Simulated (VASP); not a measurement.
**SrCdCl4: single point with PBE+D3(BJ)**

The system is SrCdCl4.

```xyz
6
Lattice="4.1182 0.0000 0.0000 -2.0591 3.5664 0.0000 0.0000 0.0000 11.4528" Properties=species:S:1:pos:R:3 pbc="T T T"
Sr    0.0000    0.0000    0.0000
Cd    0.0000    0.0000    5.7264
Cl    0.0000    2.3776    9.8940
Cl    2.0591    1.1888    1.5588
Cl    0.0000    2.3776    4.4221
Cl    2.0591    1.1888    7.0307
```

```yaml
Program: VASP 6.6.1
Task: single point
Functional: PBE
Dispersion: D3(BJ)
Potentials_or_basis: VASP PAW PBE potentials, release 64 (Sr_sv, Cd, Cl)
Cutoff: 520 eV
k_mesh: 6 × 6 × 2
Occupations: gaussian, width 0.02 eV
Spin: no spin polarisation
Dipole_correction: no
k_mesh_for_the_DOS: 9 × 9 × 3
Occupations_for_the_DOS: tetrahedron
Further_INCAR_settings: ALGO = Normal; EDIFF = 1e-07; NBANDS = 34
```

The valence electrons inside the program's atomic spheres are Sr 8.02; Cd 10.13; Cl 5.17, 5.10 (each value once) and the dispersion energy per atom is -0.216 eV.

Levels at points of the mesh, in eV from the valence-band top:
| k point | band 23 | band 24 | band 25 | band 26 | band 27 | band 28 |
| --- | --- | --- | --- | --- | --- | --- |
| (0.00, 0.00, 0.00) | -0.36 | -0.36 | 0.00 | 3.38 | 5.96 | 6.26 |

It took 3.2 min on 1 thread of Intel(R) Xeon(R) Platinum 8375C CPU @ 2.90GHz (Ice Lake) (shared host), peak memory 0.38 GiB.
